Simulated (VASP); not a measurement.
Wanted: the native input for a VASP 6.6.1 run.

```
Task                   : single point
Functional             : PBE
Potentials or basis    : VASP PAW PBE potentials, release 64 (W_sv)
Cutoff                 : 520 eV
k mesh                 : 6 × 6 × 4
Occupations            : gaussian, width 0.1 eV
Spin                   : no spin polarisation
Dipole correction      : no
Further INCAR settings : ALGO = Fast; EDIFF = 1e-07; NBANDS = 36
```

The structure of W lies in POSCAR:

```
W
1.0
    2.7733915374      0.0000000000      0.0000000000
   -1.3866957687      2.4018275260      0.0000000000
    0.0000000000      0.0000000000     10.1920557088
W
4
Direct
    0.3333333333      0.6666666667      0.3811494976
    0.6666666667      0.3333333333      0.8811494976
    0.6666666667      0.3333333333      0.6188505024
    0.3333333333      0.6666666667      0.1188505024
```

One way to write it, as run:

INCAR

```
PREC = Accurate
ENCUT = 520
EDIFF = 1E-7
ISMEAR = 0
SIGMA = 0.1
LREAL = False
LASPH = True
NELM = 60
ALGO = Fast
ISIF = 2
LWAVE = False
LCHARG = True
GGA = PE
LELF = True
LVHAR = True
NBANDS = 36
```

KPOINTS

```
Automatic mesh
0
Gamma
  6 6 4
```

Potentials or basis: VASP PAW PBE potentials, release 64 (W_sv).

Launch:

```console
$ cat potpaw_PBE.64/W_sv/POTCAR > POTCAR
$ mpirun -np 1 vasp_std > vasp.out
```

Results of the run:

- Pressure: 0.6 GPa
- Largest force: 0.018 eV/Å
- Band gap on the k mesh: zero (band 28 reaches 11.40 eV, above the bottom of band 29 at 9.99 eV)

Caveat: the k points lie up to 0.44 Å⁻¹ apart; spin-orbit coupling is left out, which moves the levels of the heavy elements.

Wall time 71 s on 1 thread of Intel(R) Xeon(R) Platinum 8259CL CPU @ 2.50GHz (Skylake/Cascade Lake), with other jobs on the host, peak memory 0.21 GiB.
